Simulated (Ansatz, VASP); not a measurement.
## One calculation of Cs, two programs

POSCAR

```
Cs
1.0
   -3.0946966843      3.0946966843      3.0946966843
    3.0946966843     -3.0946966843      3.0946966843
    3.0946966843      3.0946966843     -3.0946966843
Cs
1
Direct
    0.0000000000      0.0000000000      0.0000000000
```

Contents of INCAR.step1:

```
SYSTEM = Cs
ALGO     = Normal         ! electronic algorithm
EDIFF    = 1E-4           ! SCF threshold, eV
ENCUT    = 520            ! plane-wave cutoff, eV
GGA      = PE             ! functional
ISMEAR   = 0              ! smearing method
LASPH    = .True.         ! aspherical terms in the spheres
LCHARG   = .False.        ! write CHGCAR
LREAL    = .False.        ! projectors in reciprocal space
LWAVE    = .True.         ! write WAVECAR
NBANDS   = 10             ! bands
NELM     = 100            ! most SCF steps
PREC     = Accurate       ! precision mode
SIGMA    = 0.05           ! smearing width, eV
```

The input INCAR.step2:

```
SYSTEM = Cs
ALGO     = Normal         ! electronic algorithm
EDIFF    = 1E-7           ! SCF threshold, eV
ENCUT    = 520            ! plane-wave cutoff, eV
ISIF     = 2              ! what is computed and relaxed
ISMEAR   = 0              ! smearing method
ISTART   = 1            
LASPH    = .True.         ! aspherical terms in the spheres
LCHARG   = .True.         ! write CHGCAR
LELF     = .True.         ! ELF
LMIXTAU  = .True.       
LREAL    = .False.        ! projectors in reciprocal space
LVHAR    = .True.       
LWAVE    = .False.        ! write WAVECAR
METAGGA  = R2SCAN         ! meta-GGA
NBANDS   = 10             ! bands
NELM     = 100            ! most SCF steps
PREC     = Accurate       ! precision mode
SIGMA    = 0.05           ! smearing width, eV
```

KPOINTS

```
k-points
0
Gamma
  10 10 10
  0 0 0
```

Input for Ansatz:

```yaml
crystal:
  lattice:
    - [-3.0946968761, 3.0946968761, 3.0946968761]
    - [3.0946968761, -3.0946968761, 3.0946968761]
    - [3.0946968761, 3.0946968761, -3.0946968761]
  atoms:
    - { symbol: Cs, position: [0.0, 0.0, 0.0] }
basis:
  ecutwfc: 500
  ecutrho_ratio: 4
kpoints:
  mp_grid: { grid: [10, 10, 10] }
hamiltonian:
  xc: r2scan
scf:
  occupations: { method: gaussian, width: 0.05 }
output:
  forces: true
  stress: true
  eigenvalues: true
```

Alike in both runs: task single point; functional r2SCAN; k mesh 10 × 10 × 10; occupations gaussian, width 0.05 eV; no spin polarisation.

|  | VASP | Ansatz |
| --- | --- | --- |
| version | VASP 6.6.1 | Ansatz 0.2.0 |
| potentials or method | VASP PAW PBE potentials, release 64 (Cs_sv), cutoff 520 eV | scalar-relativistic, plane waves, PAW |
| valence electrons in the cell | 9 | 9 |

|  | VASP | Ansatz | Ansatz less VASP |
| --- | --- | --- | --- |
| gap on the k mesh at the Fermi level (eV) | none | none | - |
| pressure (GPa) | 0.1 | 0.1 | 0.00 |

VASP's potentials were made for PBE, not for r2SCAN. A gap of «none» marks a metal or a gap that the smearing closes.

Neither program's run includes spin-orbit coupling.
